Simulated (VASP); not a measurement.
The system is C.

```
C
1.0
     0.00000    2.23228    2.23228
     2.23228    0.00000    2.23228
     2.23228    2.23228    0.00000
C
2
Direct
  0.00000 0.00000 0.00000
  0.25000 0.25000 0.25000
```

* Program: VASP 6.6.1
* Task: relaxation of cell and atoms
* Functional: PBE
* Potentials or basis: VASP PAW PBE potentials, release 64 (C)
* Cutoff: 600 eV
* k mesh: 13 × 13 × 13
* Occupations: fermi-dirac, width 0.05 eV
* Spin: no spin polarisation

At the start: pressure -73.2 GPa; volume 11.12 Å³/atom.

**Question.** How do energy, volume and symmetry change on relaxing?

**Answer.** Over 6 steps the energy falls by 2252.9 meV/atom and the volume is 5.70 Å³/atom (-48.8 %); space group Fd-3m (No. 227, to 0.05 Å).

The path:
| step | energy change (eV) | largest force (eV/Å) | pressure (GPa) | volume (Å³) |
| --- | --- | --- | --- | --- |
| 1 | 0.0000 | 0.0000 | -73.16 | 22.25 |
| 2 | -3.9879 | 0.0000 | 104.06 | 9.57 |
| 3 | -4.5057 | 0.0000 | -1.03 | 11.43 |
| 4 | -4.5034 | 0.0000 | 5.57 | 11.26 |
| 5 | -4.5025 | 0.0000 | -6.21 | 11.57 |
| 6 | -4.5058 | 0.0000 | -0.01 | 11.40 |

Final structure:
```
C
1.0
     0.00000    1.78620    1.78620
     1.78620    0.00000    1.78620
     1.78620    1.78620    0.00000
C
2
Direct
  0.00000 0.00000 0.00000
  0.25000 0.25000 0.25000
```

Caveat: the volume moved by over 15 % at a fixed basis, so the end points are rough.
